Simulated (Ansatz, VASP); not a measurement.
Cu in VASP and in Ansatz

INCAR

```
SYSTEM = Cu
ALGO = Normal
EDIFF = 1E-6
EDIFFG = -0.005
ENCUT = 600
IBRION = 2
ISIF = 3
ISMEAR = 0
LASPH = .TRUE.
LCHARG = .FALSE.
LREAL = .FALSE.
LWAVE = .FALSE.
NELM = 100
NSW = 100
PREC = Accurate
SIGMA = 0.1
```

File KPOINTS:

```
k-points
0
G
  20 20 20
  0 0 0
```

File POSCAR:

```
Cu
1.0
   -1.4427933200      1.4427933200      1.3760814500
    1.4427933200     -1.4427933200      1.3760814500
    1.4427933200      1.4427933200     -1.3760814500
Cu
1
Direct
    0.0000000000      0.0000000000      0.0000000000
```

Input for Ansatz:

```yaml
crystal:
  lattice:
    - [-1.44279332, 1.44279332, 1.37608145]
    - [1.44279332, -1.44279332, 1.37608145]
    - [1.44279332, 1.44279332, -1.37608145]
  atoms:
    - { symbol: Cu, position: [0.0, 0.0, 0.0] }
basis:
  ecutwfc: 420
kpoints:
  mp_grid: { grid: [20, 20, 20] }
hamiltonian:
  xc: lda
scf:
  occupations: { method: gaussian, width: 0.1 }
output:
  forces: true
  stress: true
  eigenvalues: true
  write_density: true
  write_potential: true
  elf: true
  volumetric_format: npy
relax:
  adjacent_minimum: "off"
  f_tol: 0.005
  max_steps: 80
  cell: { stress_tol: 0.05 }
```

Alike in both runs: task relaxation of cell and atoms; functional LDA; k mesh 20 × 20 × 20; occupations gaussian, width 0.1 eV; no spin polarisation.

```csv
,VASP,Ansatz
version,VASP 6.6.1,Ansatz 0.2.0
potentials or method,"VASP PAW LDA potentials, release 64 (Cu), cutoff 600 eV","scalar-relativistic, plane waves, PAW"
valence electrons in the cell,11,19
```

Ansatz gave:

* gap on the k mesh at the Fermi level, each at its own relaxed structure (eV): none
* relaxed volume (Å³/atom): 10.93
* relaxed cell length with the largest relative difference (Å): 2.424

Q: Which values does VASP return?

A: gap on the k mesh at the Fermi level, each at its own relaxed structure (eV): none; relaxed volume (Å³/atom): 10.99; relaxed cell length with the largest relative difference (Å): 2.428.

LDA's correlation is that of Perdew and Zunger in VASP and of Perdew and Wang (1992) in Ansatz. A gap of «none» marks a metal or a gap that the smearing closes. VASP's potentials hold 11 valence electrons a cell and Ansatz's 19, so a difference there can come from the potentials and not from the codes.
